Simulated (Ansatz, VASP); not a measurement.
## One calculation of NiO, two programs

```
Ni O
1.0
     0.00000    2.08590    2.08590
     2.08590    0.00000    2.08590
     2.08590    2.08590    0.00000
Ni O
1 1
Cartesian
  0.0000 0.0000 0.0000
  2.0859 2.0859 2.0859
```

Alike in both runs: task relaxation of cell and atoms; functional RPBE; dispersion D4; k mesh 11 × 11 × 11; occupations fermi-dirac, width 0.05 eV; collinear spin.

|  | VASP | Ansatz |
| --- | --- | --- |
| version | VASP 6.6.1 | Ansatz 0.2.0 |
| potentials or method | VASP PAW PBE potentials, release 64 (Ni, O), cutoff 600 eV | all-electron LAPW, scalar-relativistic |

VASP gave:

| Property | Result |
| --- | --- |
| net moment per atom (μB) | 0.93 |
| size of the moment on the site where the two differ most (μB) | 1.53 |
| relaxed volume (Å³/atom) | 9.43 |
| relaxed cell length with the largest relative difference (Å) | 2.988 |

Problem. Estimate Ansatz's values.

Solution. net moment per atom (μB): 0.96; size of the moment on the site where the two differ most (μB): 1.59; relaxed volume (Å³/atom): 9.43; relaxed cell length with the largest relative difference (Å): 2.988.

VASP's potentials were made for PBE, not for RPBE. Site moments also hang on the region over which each program counts them. Ansatz ran all-electron here, and VASP with PAW potentials.
